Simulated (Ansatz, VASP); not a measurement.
One calculation of CdS, two programs

```xyz
2
Lattice="0.0000 2.7532 2.7532 2.7532 0.0000 2.7532 2.7532 2.7532 0.0000" Properties=species:S:1:pos:R:3 pbc="T T T"
Cd    0.0000    0.0000    0.0000
S     2.7532    2.7532    2.7532
```

Alike in both runs: task single point; functional PBE; dispersion D3(BJ); k mesh 6 × 6 × 6; occupations gaussian, width 0.1 eV; no spin polarisation.

```csv
,VASP,Ansatz
version,VASP 6.6.1,Ansatz 0.2.0
potentials or method,"VASP PAW PBE potentials, release 64 (Cd, S), cutoff 500 eV","scalar-relativistic, plane waves, PAW"
valence electrons in the cell,18,26
```

Ansatz gave:

| Property | Result |
| --- | --- |
| gap on the k mesh at the Fermi level (eV) | 0.26 |
| least direct gap on the mesh (eV) | 1.55 |
| pressure (GPa) | -3.3 |

Question: Which values does VASP return?

Answer: gap on the k mesh at the Fermi level (eV): 0.25; least direct gap on the mesh (eV): 1.53; pressure (GPa): -3.0.

VASP's potentials hold 18 valence electrons a cell and Ansatz's 26, so a difference there can come from the potentials and not from the codes.
